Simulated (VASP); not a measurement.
# Si8HO16 (a cell with a defect) in VASP: single point with PBE

Aim: the single point of Si8HO16 (a cell with a defect) with PBE.

Program: VASP 6.6.1. These are calculated values, not measurements. Logs are shortened: lines on timing, memory, paths and dates and some standing lists are left out, and cuts for length are marked.

### 1 The cell of the first run

The cell holds a defect, 25 atoms: a = 5.878 Å, b = 5.878 Å, c = 5.320 Å, α = 90.00°, β = 90.00°, γ = 90.00°.

### 2 Single point, PBE

Input file INCAR:

```
SYSTEM = Si8HO16
  PREC = Accurate
  ENCUT = 520
  EDIFF = 1E-7
  ISMEAR = -1
  SIGMA = 0.02
  LREAL = Auto
  LASPH = .TRUE.
  NELM = 60
  ALGO = Normal
  ISIF = 2
  LWAVE = .FALSE.
  LCHARG = .FALSE.
  GGA = PE
  NBANDS = 82
  NELECT = 128.0
```

Input file KPOINTS:

```
Automatic mesh
0
G
  2 2 3
  0 0 0
```

Input file POSCAR:

```
Si8HO16
1.0
   -4.1564000000     -4.1564000000      0.0000000000
    4.1564000000     -4.1564000000      0.0000000000
    0.0000000000      0.0000000000      5.3204000000
Si O H
8 16 1
Direct
    0.4954552016      0.5028221538      0.0053026088
   -0.0043179194      0.4976527764      0.2500967972
    0.4956060533      0.5029359542      0.4948005789
   -0.0071742373      0.5167301030      0.7501202917
    0.0044069387     -0.0027523819      0.0052930231
    0.5042096526      0.0024167549      0.2501007443
    0.0042615003     -0.0028807381      0.4947919329
    0.5070166490     -0.0166627370      0.7501274340
    0.1906364883      0.5141736840      0.0015248853
    0.0101880233      0.1943358435      0.2500838283
    0.7997354682      0.4869826051     -0.0044654537
   -0.0117302233      0.8027303676      0.2500471769
    0.1906109855      0.5142143441      0.4986634464
    0.0419024877      0.2026391829      0.7500456733
    0.7996980560      0.4870197767      0.5045906323
   -0.0077464873      0.8119101867      0.7500924743
    0.7001376191      0.0130622654     -0.0044494775
    0.5116036714      0.6973191945      0.2500462371
    0.3092316668     -0.0141373544      0.0015275167
    0.4896697864      0.3057168463      0.2500791294
    0.7001679338      0.0130307478      0.5045981505
    0.5076207776      0.6881455105      0.7500939779
    0.3092575306     -0.0141533539      0.4986658898
    0.4579721634      0.2974041238      0.7500454853
    0.2499672794      0.2499340776      0.7502279904
```

Potentials or basis: VASP PAW PBE potentials, release 64 (Si, O, H).

Command:

```sh
$ cat potpaw_PBE.64/Si/POTCAR potpaw_PBE.64/O/POTCAR potpaw_PBE.64/H/POTCAR > POTCAR
$ mpirun -np 1 vasp_std > vasp.out
```

OUTCAR:

```text
SYSTEM = Si8HO16
   PREC = Accurate
   ENCUT = 520
   EDIFF = 1E-7
   ISMEAR = -1
   LREAL = Auto
   LASPH = .TRUE.
   NELM = 60
   ISIF = 2
   GGA = PE
   NELECT = 128.0

 ion  position               nearest neighbor table
   1  0.495  0.503  0.005-  18 1.74  22 1.74  20 1.74  11 1.79   9 1.79  24 1.83   3 2.60   3 2.72
                             8 3.13
   2  0.996  0.498  0.250-  13 1.75   9 1.75  15 1.78  11 1.78  10 1.78  12 1.79   4 2.66   4 2.66

   3  0.496  0.503  0.495-  18 1.73  22 1.74  20 1.74  15 1.79  13 1.79  24 1.83   1 2.60   1 2.72
                             8 3.13
   4  0.993  0.517  0.750-  16 1.74  11 1.74  15 1.74   9 1.77  13 1.77  14 1.87   2 2.66   2 2.66
                             7 3.13   5 3.13
   5  0.004  0.997  0.005-  12 1.74  16 1.74  10 1.74  17 1.79  19 1.79  14 1.83   7 2.60   7 2.72
                             4 3.13
   6  0.504  0.002  0.250-  23 1.75  19 1.75  21 1.78  17 1.78  20 1.78  18 1.79   8 2.66   8 2.66

   7  0.004  0.997  0.495-  12 1.73  16 1.74  10 1.74  21 1.79  23 1.79  14 1.83   5 2.60   5 2.72
                             4 3.13
   8  0.507  0.983  0.750-  22 1.74  17 1.74  21 1.74  19 1.77  23 1.77  24 1.87   6 2.66   6 2.66
                             3 3.13   1 3.13
   9  0.191  0.514  0.002-   2 1.75   4 1.77   1 1.79
  10  0.010  0.194  0.250-   5 1.74   7 1.74   2 1.78
  11  0.800  0.487  0.996-   4 1.74   2 1.78   1 1.79
  12  0.988  0.803  0.250-   7 1.73   5 1.74   2 1.79
  13  0.191  0.514  0.499-   2 1.75   4 1.77   3 1.79
  14  0.042  0.203  0.750-  25 1.25   5 1.83   7 1.83   4 1.87
  15  0.800  0.487  0.505-   4 1.74   2 1.78   3 1.79
  16  0.992  0.812  0.750-   4 1.74   7 1.74   5 1.74
  17  0.700  0.013  0.996-   8 1.74   6 1.78   5 1.79
  18  0.512  0.697  0.250-   3 1.73   1 1.74   6 1.79
  19  0.309  0.986  0.002-   6 1.75   8 1.77   5 1.79
  20  0.490  0.306  0.250-   1 1.74   3 1.74   6 1.78
  21  0.700  0.013  0.505-   8 1.74   6 1.78   7 1.79
  22  0.508  0.688  0.750-   8 1.74   3 1.74   1 1.74
  23  0.309  0.986  0.499-   6 1.75   8 1.77   7 1.79
  24  0.458  0.297  0.750-  25 1.25   1 1.83   3 1.83   8 1.87
  25  0.250  0.250  0.750-  24 1.25  14 1.25

  LATTYP: Found a simple tetragonal cell.
 ALAT       =     5.8780372506
 C/A-ratio  =     0.9051320659

  Lattice vectors:

 A1 = (  -4.1564000000,  -4.1564000000,   0.0000000000)
 A2 = (   4.1564000000,  -4.1564000000,   0.0000000000)
 A3 = (   0.0000000000,   0.0000000000,   5.3204000000)

Analysis of symmetry for initial positions (statically):
=====================================================================
 Subroutine PRICEL returns:
 Original cell was already a primitive cell.
[... 157 lines left out ...]
   ISIF   =      2    stress and relaxation
   ISYM   =      2    0-nonsym 1-usesym 2-fastsym
   POTIM  = 0.5000    time-step for ionic-motion
   TEBEG  =    0.0;   TEEND  =   0.0 temperature during run
   PSTRESS=    0.0 pullay stress
   NELECT =     128.0000    total number of electrons
   NUPDOWN=      -1.0000    fix difference up-down
   EMIN   =  10.00;   EMAX   =-10.00  energy-range for DOS
   EFERMI =   0.00;   METHOD = LEGACY
   ISMEAR =    -1;   SIGMA  =   0.02  broadening in eV -4-tet -1-fermi 0-gaus
   EFERMI_NEDOS =   21; number of points for ismear=-14 and -15
   IALGO  =     38    algorithm
   IMIX   =      4    mixing-type and parameters
     AMIX     =   0.40;   BMIX     =  1.00
     AMIX_MAG =   1.60;   BMIX_MAG =  1.00
  volume/ion in A,a.u.               =       7.35        49.62
  Fermi-wavevector in a.u.,A,eV,Ry     =   1.451026  2.742041 28.646743  2.105476
  Thomas-Fermi vector in A             =   2.568570
   LORBIT       =      0    0 simple, 1 ext, 2 COOP (PROOUT), +10 PAW based schemes
   GGA     = PE    functional components
   LHFCALC =     F    Hartree Fock is set to
   AEXX    =    0.0000 exact exchange contribution
   IVDW    =     0    specifies the selected vdW correction
   LEPSILON=     F    determine dielectric tensor
   LRPA    =     F    only Hartree local field effects (RPA)
 non-spin polarized calculation
  energy-cutoff  :      520.00
  volume of cell :      183.83
 maximum number of plane-waves:      4996
 NGX is ok and might be reduce to    48
   NGX = 21   NGY = 21   NGZ = 19

 number of electron     127.9999971 magnetization

 Free energy of the ion-electron system (eV)
  ---------------------------------------------------
  ext. energy  EPLUGINS =         0.00000000
  ---------------------------------------------------
  free energy    TOTEN  =      -196.94706683 eV

  energy without entropy =     -196.94706683  energy(sigma->0) =     -196.94706683

 E-fermi :   8.8126     XC(G=0): -12.3546

 val. band max:        8.2663337362   @ k =   0.0000   0.0000   0.0000
 cond. band min:      14.2242597336   @ k =   0.0000   0.0000   0.0000
 fundamental gap:      5.9579259974
 Fermi energy:         8.8125994525

 k-point     1 :       0.0000    0.0000    0.0000
  band No.  band energies     occupation
      1     -14.3164      2.00000
      2     -12.4898      2.00000
      3     -12.2282      2.00000
      4     -11.9688      2.00000
      5     -11.3033      2.00000
      6     -11.3000      2.00000
[... 621 lines left out ...]
     75      18.7428      0.00000
     76      18.7743      0.00000
 [bands above 76 left out]

------------------------ aborting loop because EDIFF is reached ----------------------------------------

  FORCE on cell =-STRESS in cart. coord.  units (eV):
  Direction    XX          YY          ZZ          XY          YZ          ZX
  --------------------------------------------------------------------------------------
  -------------------------------------------------------------------------------------
  Total       11.5954777     -3.5514559      8.9600054     -6.3833300     -0.0004101      0.0003224
  in kB      101.0625555    -30.9533782     78.0926030    -55.6351073     -0.0035740      0.0028098
  external PRESSURE =      49.4005934 kB  Pullay stress =       0.0000000 kB

 VOLUME and BASIS-vectors are now :
 -----------------------------------------------------------------------------
  energy-cutoff  :      520.00
  volume of cell :      183.83
      direct lattice vectors                 reciprocal lattice vectors
    -4.156400000 -4.156400000  0.000000000    -0.120296410 -0.120296410  0.000000000
     4.156400000 -4.156400000  0.000000000     0.120296410 -0.120296410  0.000000000
     0.000000000  0.000000000  5.320400000     0.000000000  0.000000000  0.187955793

 POSITION                                       TOTAL-FORCE (eV/Angst)
 -----------------------------------------------------------------------------------
      0.03062     -4.14924      0.02821         0.003431     -0.005300     -0.006069
     -2.07001     -6.20690      1.33061         0.008535      0.004849      0.000064
      0.03047     -4.15034      2.63254         0.012125      0.018160      0.010277
     -1.97884     -6.27432      3.99094         0.013385      0.017519     -0.007957
      4.12664     -4.16328      0.02816        -0.004305      0.006849     -0.004106
     -2.08565     -2.10574      1.33064        -0.008817     -0.002119      0.000161
[... 17 lines left out ...]
     -0.66738     -3.13965      3.99054        -0.020934     -0.019969      0.004916
     -0.00014     -2.07779      3.99151         0.005639     -0.002015     -0.008744
 -----------------------------------------------------------------------------------
    total drift:                                0.001148      0.001009      0.003132

  FREE ENERGIE OF THE ION-ELECTRON SYSTEM (eV)
  ---------------------------------------------------
  free  energy   TOTEN  =      -196.9470668350 eV

  energy  without entropy=     -196.9470668350  energy(sigma->0) =     -196.94706683
```

OSZICAR:

```text
N       E                     dE             d eps       ncg     rms          rms(c)
DAV:   1     0.696024649796E+03    0.69602E+03   -0.72049E+04  1320   0.153E+03
DAV:   2    -0.174255847704E+03   -0.87028E+03   -0.84719E+03  1552   0.343E+02
DAV:   3    -0.213980007144E+03   -0.39724E+02   -0.39491E+02  1600   0.752E+01
DAV:   4    -0.214426563650E+03   -0.44656E+00   -0.44518E+00  1568   0.888E+00
DAV:   5    -0.214432724631E+03   -0.61610E-02   -0.61561E-02  1544   0.956E-01    0.351E+01
DAV:   6    -0.196774658808E+03    0.17658E+02   -0.66681E+01  1512   0.292E+01    0.160E+01
DAV:   7    -0.196865880996E+03   -0.91222E-01   -0.28260E+00  1552   0.594E+00    0.589E+00
DAV:   8    -0.196919428498E+03   -0.53548E-01   -0.12396E-01  1544   0.166E+00    0.234E+00
DAV:   9    -0.196945731981E+03   -0.26303E-01   -0.42890E-02  1544   0.107E+00    0.454E-01
DAV:  10    -0.196946994514E+03   -0.12625E-02   -0.67079E-03  1560   0.390E-01    0.265E-01
DAV:  11    -0.196946954514E+03    0.40000E-04   -0.91609E-04  1656   0.167E-01    0.161E-01
DAV:  12    -0.196947064663E+03   -0.11015E-03   -0.33098E-04  1512   0.802E-02    0.163E-02
DAV:  13    -0.196947066745E+03   -0.20825E-05   -0.19601E-05  1536   0.229E-02    0.150E-02
DAV:  14    -0.196947066645E+03    0.10038E-06   -0.38752E-06  1528   0.809E-03    0.667E-03
DAV:  15    -0.196947066822E+03   -0.17686E-06   -0.74997E-07  1528   0.472E-03    0.125E-03
DAV:  16    -0.196947066835E+03   -0.13068E-07   -0.95502E-08   936   0.181E-03
   1 F= -.19694707E+03 E0= -.19694707E+03  d E =-.129676E-12
```

stdout:

```text
POSCAR found type information on POSCAR SiO H
 POSCAR found :  3 types and      25 ions
 scaLAPACK will be used
 LDA part: xc-table for (Slater+PW92), standard interpolation
 POSCAR, INCAR and KPOINTS ok, starting setup
 FFT: planning ... GRIDC
 FFT: planning ... GRID_SOFT
 FFT: planning ... GRID
 WAVECAR not read
 entering main loop
 the old and the new charge density differ
 old charge density:   129.00000 new  128.00000
    0.351E+01
```

Run time: 6.6 min. Hardware: 1 thread of Intel Xeon 8259CL, shared host; peak memory 0.32 GiB.

What came out:

```
Free energy   : -196.9471 eV
Largest force : 0.037 eV/Å
```

Forces on the atoms (eV/Å):
```
Si   0.003 -0.005 -0.006
Si   0.009  0.005  0.000
Si   0.012  0.018  0.010
Si   0.013  0.018 -0.008
Si  -0.004  0.007 -0.004
Si  -0.009 -0.002  0.000
Si  -0.012 -0.018  0.011
Si  -0.020 -0.019 -0.008
O   -0.025 -0.018 -0.008
O    0.010 -0.017  0.000
O    0.002  0.007  0.008
O   -0.006  0.031 -0.003
O   -0.029 -0.021  0.007
O    0.019  0.021  0.005
O   -0.005  0.000 -0.002
O    0.004  0.005  0.000
O    0.000 -0.006  0.005
O    0.007 -0.031 -0.001
O    0.026  0.016 -0.007
O   -0.010  0.016  0.001
O    0.005  0.000 -0.002
O   -0.004 -0.004  0.000
O    0.029  0.021  0.006
O   -0.021 -0.020  0.005
H    0.006 -0.002 -0.009
```

Caveat: the k points lie up to 0.53 Å⁻¹ apart; the cell carries a net charge on a neutralising background, which shifts energy and pressure; the cell is charged against a uniform background, so pressure and absolute levels hang on convention.
